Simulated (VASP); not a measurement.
A run of VASP 6.6.1 is set up as follows.

File POSCAR:

```
CdS
1.0
    8.3292025366     -0.0000000001      0.0000000000
   -4.1646012683      7.2133009900      0.0000000000
    0.0000000000      0.0000000000      6.7660104976
Cd S
8 8
Direct
    0.1599631610      0.3322184952     -0.0012428299
    0.3398088094      0.1687924851      0.5019964130
    0.1619218071      0.8326541494     -0.0005155180
    0.3305891584      0.6580841430      0.4977232893
    0.6657475809      0.3272223083     -0.0075267397
    0.8386892183      0.1773066176      0.4984192681
    0.6694591403      0.8382249692      0.0022808123
    0.8336971797      0.6648340346      0.4987102815
    0.1631198893      0.3356104235      0.3774974929
    0.3380122060      0.1771036592      0.8757450202
    0.1731647634      0.8387745095      0.3781714499
    0.3278194886      0.6633182237      0.8815410502
    0.6690361574      0.3342206298      0.3743570899
    0.8257451296      0.1680908646      0.8799191196
    0.6774506958      0.8284692415      0.3771086375
    0.8260857261      0.6567359392      0.8719560814
```

File INCAR.step1:

```
PREC     = Accurate       # precision mode
ENCUT    = 520            # plane-wave cutoff, eV
ISMEAR   = -1             # smearing method
SIGMA    = 0.112          # smearing width, eV
LREAL    = Auto         
LASPH    = T              # aspherical terms in the spheres
NELM     = 100            # most SCF steps
NBANDS   = 86             # bands
GGA      = PE             # functional
ALGO     = Normal         # electronic algorithm
EDIFF    = 1E-4           # SCF threshold, eV
LWAVE    = T              # write WAVECAR
LCHARG   = F              # write CHGCAR
```

Contents of INCAR.step2:

```
PREC     = Accurate       # precision mode
ENCUT    = 520            # plane-wave cutoff, eV
EDIFF    = 1E-7           # SCF threshold, eV
ISMEAR   = -1             # smearing method
SIGMA    = 0.112          # smearing width, eV
LREAL    = Auto         
LASPH    = T              # aspherical terms in the spheres
NELM     = 100            # most SCF steps
ALGO     = Normal         # electronic algorithm
ISIF     = 2              # what is computed and relaxed
LWAVE    = F              # write WAVECAR
LCHARG   = T              # write CHGCAR
METAGGA  = R2SCAN         # meta-GGA
LMIXTAU  = T            
LELF     = T              # ELF
LVHAR    = T            
NBANDS   = 86             # bands
ISTART   = 1
```

KPOINTS

```
regular mesh
0
Gamma
  3 3 2
```

Potentials or basis: VASP PAW PBE potentials, release 64 (Cd, S).

Command:

```bash
$ cat potpaw_PBE.64/Cd/POTCAR potpaw_PBE.64/S/POTCAR > POTCAR
$ cp INCAR.step1 INCAR
$ mpirun -np 1 vasp_std > vasp.out
$ cp INCAR.step2 INCAR
$ mpirun -np 1 vasp_std > vasp.out
```

(1) Estimate the pressure.

(2) Estimate the largest force.

(3) Estimate the band gap on the k mesh.

Results:

(1) 0.5 GPa.

(2) 0.981 eV/Å.

(3) 1.62 eV.

Caveat: the k points lie up to 0.46 Å⁻¹ apart; the atoms stand as in a frame of molecular dynamics; the PAW data sets were made with another functional, which shifts forces and pressure a little.
